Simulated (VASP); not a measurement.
The system is Os.

```
CELL_PARAMETERS angstrom
0.00000 1.86985 1.86985
1.86985 0.00000 1.86985
1.86985 1.86985 0.00000
ATOMIC_POSITIONS crystal
Os 0.00000 0.00000 0.00000
```

- Program: VASP 6.6.1
- Task: relaxation of cell and atoms
- Functional: PBE
- Potentials or basis: VASP PAW PBE potentials, release 64 (Os)
- Cutoff: 600 eV
- k mesh: 17 × 17 × 17
- Occupations: fermi-dirac, width 0.05 eV
- Spin: no spin polarisation

At the start: pressure 46.0 GPa; volume 13.08 Å³/atom.

Q: How do energy, volume and symmetry change on relaxing?

A: Over 5 steps the energy falls by 165.5 meV/atom and the volume is 14.34 Å³/atom (+9.7 %); space group Fm-3m (No. 225, to 0.05 Å).

Step by step:
```csv
step,energy change (eV),largest force (eV/Å),pressure (GPa),volume (Å³)
1,0.0000,0.0000,46.02,13.08
2,1.8037,0.0000,-57.04,21.55
3,-0.1585,0.0000,-7.55,14.63
4,-0.1653,0.0000,-1.11,14.38
5,-0.1655,0.0000,0.01,14.34
```

Final structure:
```cif
data_structure
_symmetry_space_group_name_H-M 'P 1'
_symmetry_Int_Tables_number 1
_cell_length_a 2.7269
_cell_length_b 2.7269
_cell_length_c 2.7269
_cell_angle_alpha 60.000
_cell_angle_beta 60.000
_cell_angle_gamma 60.000
_cell_volume 14.34
loop_
_atom_site_label
_atom_site_type_symbol
_atom_site_fract_x
_atom_site_fract_y
_atom_site_fract_z
_atom_site_occupancy
Os1 Os 0.00000 0.00000 0.00000 1
```
